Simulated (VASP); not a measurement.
# Si (P6/mmm) in VASP: notebook, part 2 of 2

VASP 6.6.1.

## (4) Single point, r2SCAN

This run uses another cell than the first one, of the same volume but with other edges.

The input, POSCAR:

```
Si
1.0
    2.6943994669      0.0000000000      0.0000000000
   -1.3471997335      2.3334183863      0.0000000000
    0.0000000000      0.0000000000      2.3329962032
Si
1
Direct
    0.0000000000      0.0000000000      0.0000000000
```

The input, INCAR.step1:

```
SYSTEM = Si
  PREC = Accurate
  ENCUT = 520
  ISMEAR = 0
  SIGMA = 0.15
  LREAL = .False.
  LASPH = .True.
  NELM = 80
  NBANDS = 8
  GGA = PE
  ALGO = Normal
  EDIFF = 1E-4
  LWAVE = .True.
  LCHARG = .False.
```

The input, INCAR.step2:

```
SYSTEM = Si
  PREC = Accurate
  ENCUT = 520
  EDIFF = 1E-6
  ISMEAR = 0
  SIGMA = 0.15
  LREAL = .False.
  LASPH = .True.
  NELM = 80
  ALGO = Normal
  ISIF = 2
  LWAVE = .False.
  LCHARG = .False.
  METAGGA = R2SCAN
  LMIXTAU = .True.
  NBANDS = 8
  ISTART = 1
```

The input, KPOINTS:

```
regular mesh
0
Gamma
  24 24 22
  0 0 0
```

The run is started by

```bash
$ cat potpaw_PBE.64/Si/POTCAR > POTCAR
$ cp INCAR.step1 INCAR
$ mpirun -np 1 vasp_std > vasp.out
$ cp INCAR.step2 INCAR
$ mpirun -np 1 vasp_std > vasp.out
```

Run time: 2.5 min. Hardware: 1 thread of Intel Xeon Platinum 8488C (Sapphire Rapids), shared host; peak memory 0.18 GiB.

Results (log left out):

```
Free energy            : -8.2748 eV
Pressure               : 4.5 GPa
Band gap on the k mesh : zero (band 2 reaches 18.13 eV, above the bottom of band 3 at 4.64 eV)
```

Stress tensor (GPa, compression positive):
```
-3.12  0.00  0.00
 0.00 -3.12  0.00
 0.00  0.00 19.81
```

Levels at points of the mesh, in eV from the Fermi level:
| k point | band 1 | band 2 | band 3 | band 4 | band 5 | band 6 | band 7 |
| --- | --- | --- | --- | --- | --- | --- | --- |
| (0.00, 0.00, 0.00) | -14.94 | 8.40 | 9.36 | 9.36 | 11.34 | 12.07 | 12.07 |
| (0.50, 0.00, 0.00) | -8.69 | -7.33 | 4.36 | 6.15 | 16.05 | 18.46 | 18.66 |
| (0.00, 0.00, 0.50) | -8.60 | -7.50 | 14.38 | 14.38 | 15.85 | 15.85 | 15.88 |
| (0.50, 0.00, 0.50) | -2.89 | -2.32 | -1.21 | 1.76 | 9.35 | 12.06 | 13.40 |

Caveat: the PAW data sets were made with another functional, which shifts forces and pressure a little.

## (5) Single point, r2SCAN

This run uses another cell than the first one, of the same volume but with other edges.

The input, POSCAR:

```
Si
1.0
    2.5385966228      0.0000000000      0.0000000000
   -1.2692983114      2.1984891653      0.0000000000
    0.0000000000      0.0000000000      2.6281527546
Si
1
Direct
    0.0000000000      0.0000000000      0.0000000000
```

The input, INCAR.step1:

```
SYSTEM = Si
ALGO = Normal
EDIFF = 1E-4
ENCUT = 520
GGA = PE
ISMEAR = 0
LASPH = .TRUE.
LCHARG = .FALSE.
LREAL = .FALSE.
LWAVE = .TRUE.
NBANDS = 8
NELM = 60
PREC = Accurate
SIGMA = 0.15
```

The input, INCAR.step2:

```
SYSTEM = Si
ALGO = Normal
EDIFF = 1E-6
ENCUT = 520
ISIF = 2
ISMEAR = 0
ISTART = 1
LASPH = .TRUE.
LCHARG = .FALSE.
LMIXTAU = .TRUE.
LREAL = .FALSE.
LWAVE = .FALSE.
METAGGA = R2SCAN
NBANDS = 8
NELM = 60
PREC = Accurate
SIGMA = 0.15
```

The input, KPOINTS:

```
k-points
0
G
  24 24 22
  0 0 0
```

The run is started by

```bash
$ cat potpaw_PBE.64/Si/POTCAR > POTCAR
$ cp INCAR.step1 INCAR
$ mpirun -np 1 vasp_std > vasp.out
$ cp INCAR.step2 INCAR
$ mpirun -np 1 vasp_std > vasp.out
```

It took 2.2 min on 1 thread of Intel Xeon Platinum 8488C (Sapphire Rapids), shared host; peak memory 0.18 GiB.

It converged, with:

```yaml
Free_energy: -8.2571 eV
Pressure: 2.6 GPa
Band_gap_on_the_k_mesh: zero (band 2 reaches 15.64 eV, above the bottom of band 3 at 5.04 eV)
```

Stress tensor (GPa, compression positive):
```
 10.06   0.00   0.00
  0.00  10.06   0.00
  0.00   0.00 -12.32
```

Levels at points of the mesh, in eV from the Fermi level:
```csv
k point,band 1,band 2,band 3,band 4,band 5
"(0.00, 0.00, 0.00)",-14.97,5.52,6.73,13.10,13.10
"(0.50, 0.00, 0.00)",-7.25,-7.14,6.82,7.61,11.51
"(0.00, 0.00, 0.50)",-11.01,-7.65,16.07,16.07,16.08
"(0.50, 0.00, 0.50)",-4.14,-2.47,-1.57,1.82,9.75
```

Caveat: the PAW data sets were made with another functional, which shifts forces and pressure a little.

## (6) Single point, r2SCAN

This run uses another cell than the first one, of the same volume but with other edges.

The input, POSCAR:

```
Si
1.0
    2.6564451230      0.0000000000      0.0000000000
   -1.3282225615      2.3005489603      0.0000000000
    0.0000000000      0.0000000000      2.4001384948
Si
1
Direct
    0.0000000000      0.0000000000      0.0000000000
```

The input, INCAR.step1:

```
SYSTEM = Si
  PREC = Accurate
  ENCUT = 520
  ISMEAR = 0
  SIGMA = 0.15
  LREAL = .False.
  LASPH = .True.
  NELM = 100
  NBANDS = 8
  GGA = PE
  ALGO = Normal
  EDIFF = 1E-4
  LWAVE = .True.
  LCHARG = .False.
```

The input, INCAR.step2:

```
SYSTEM = Si
  PREC = Accurate
  ENCUT = 520
  EDIFF = 1E-7
  ISMEAR = 0
  SIGMA = 0.15
  LREAL = .False.
  LASPH = .True.
  NELM = 100
  ALGO = Normal
  ISIF = 2
  LWAVE = .False.
  LCHARG = .False.
  METAGGA = R2SCAN
  LMIXTAU = .True.
  NBANDS = 8
  ISTART = 1
```

The input, KPOINTS:

```
regular mesh
0
Gamma
  24 24 22
  0 0 0
```

Potentials or basis: VASP PAW PBE potentials, release 64 (Si).

The run is started by

```bash
$ cat potpaw_PBE.64/Si/POTCAR > POTCAR
$ cp INCAR.step1 INCAR
$ mpirun -np 1 vasp_std > vasp.out
$ cp INCAR.step2 INCAR
$ mpirun -np 1 vasp_std > vasp.out
```

Wall time 2.4 min (1 thread of Intel Xeon Platinum 8488C (Sapphire Rapids), shared host); peak memory 0.18 GiB.

It converged, with:

```
Free energy            : -8.3168 eV
Pressure               : 2.8 GPa
Band gap on the k mesh : zero (band 2 reaches 17.92 eV, above the bottom of band 3 at 4.76 eV)
```

Stress tensor (GPa, compression positive):
```
-0.43  0.00  0.00
 0.00 -0.43  0.00
 0.00  0.00  9.17
```

Levels at points of the mesh, in eV from the Fermi level:
```csv
k point,band 1,band 2,band 3,band 4,band 5,band 6,band 7
"(0.00, 0.00, 0.00)",-14.94,8.19,9.80,10.21,10.21,12.54,12.54
"(0.50, 0.00, 0.00)",-8.35,-7.29,4.93,6.51,14.80,17.13,18.47
"(0.00, 0.00, 0.50)",-9.22,-7.56,14.69,14.69,15.86,15.86,16.62
"(0.50, 0.00, 0.50)",-2.80,-2.61,-1.56,1.72,9.37,12.58,13.31
```

Caveat: the PAW data sets were made with another functional, which shifts forces and pressure a little.

## (7) Overview

```tsv
cell	gap on the mesh (eV)	pressure (GPa)
a = 2.766, b = 2.766, c = 2.213 Å, angles 90.0, 90.0, 120.0°, 1 atom	none	10.6
a = 2.466, b = 2.466, c = 2.785 Å, angles 90.0, 90.0, 120.0°, 1 atom	none	6.2
a = 2.694, b = 2.694, c = 2.333 Å, angles 90.0, 90.0, 120.0°, 1 atom	none	4.5
a = 2.539, b = 2.539, c = 2.628 Å, angles 90.0, 90.0, 120.0°, 1 atom	none	2.6
a = 2.656, b = 2.656, c = 2.400 Å, angles 90.0, 90.0, 120.0°, 1 atom	none	2.8
```

Alike in all rows: task single point; level r2SCAN; potentials or basis VASP PAW PBE potentials, release 64 (Si); no spin polarisation; k mesh 24 × 24 × 22; cutoff (eV) 520; smearing gaussian 0.15 eV.

Caveats: the PAW data sets were made with another functional, which shifts forces and pressure a little.

Absolute energies hang on the potentials; compare differences alone.
